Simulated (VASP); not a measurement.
MoN2: single point with PBEsol

MoN2:

```
CELL_PARAMETERS angstrom
4.34805 0.00000 0.00000
0.00000 4.34805 0.00000
0.00000 0.00000 2.76746
ATOMIC_POSITIONS crystal
Mo 0.00000 0.00000 0.00000
Mo 0.50000 0.50000 0.00000
N 0.61165 0.88835 0.50000
N 0.38835 0.11165 0.50000
N 0.11165 0.61165 0.50000
N 0.88835 0.38835 0.50000
```

* Program: VASP 6.6.1
* Task: single point
* Functional: PBEsol
* Potentials or basis: VASP PAW PBE potentials, release 64 (Mo_sv, N)
* Cutoff: 520 eV
* k mesh: 6 × 6 × 10
* Occupations: fermi-dirac, width 0.05 eV
* Spin: no spin polarisation
* Dipole correction: no
* Further INCAR settings: ALGO = Normal; EDIFF = 1e-06; NBANDS = 33

```yaml
Pressure: -13.5 GPa
Largest_force: 0.157 eV/Å
Band_gap_on_the_k_mesh: zero (bands 24 and 25 overlap by 1.98 eV)
```

Forces in eV/Å, atoms in the order of the input:
```
Mo   0.000  0.000  0.000
Mo   0.000  0.000  0.000
N    0.111 -0.111  0.000
N   -0.111  0.111  0.000
N    0.111  0.111  0.000
N   -0.111 -0.111  0.000
```

Stress tensor (GPa, compression positive):
```
-12.94   0.00   0.00
  0.00 -12.94   0.00
  0.00   0.00 -14.72
```

Levels at points of the mesh, in eV from the Fermi level:
```
           k point  band 22  band 23  band 24  band 25  band 26  band 27
(0.00, 0.00, 0.00)    -3.01    -2.27    -1.83     0.56     0.56     1.01
(0.50, 0.00, 0.00)    -2.01    -1.18    -1.18    -0.42    -0.42     2.12
(0.50, 0.50, 0.00)    -0.83     0.52     0.52     0.53     0.53     0.96
(0.00, 0.00, 0.50)    -2.03     0.72     1.09     2.08     2.16     2.32
(0.50, 0.00, 0.50)    -2.51    -1.06    -1.06     2.44     2.44     2.96
(0.50, 0.50, 0.50)    -5.13    -1.35    -1.35     2.39     2.39     3.29
```

Run time: 78 s on 1 thread of Oxide Virtual Turin-like Processor, with other jobs on the host, peak memory 0.18 GiB.

Caveat: the cell stands under tension; the PAW data sets were made with another functional, which shifts forces and pressure a little.
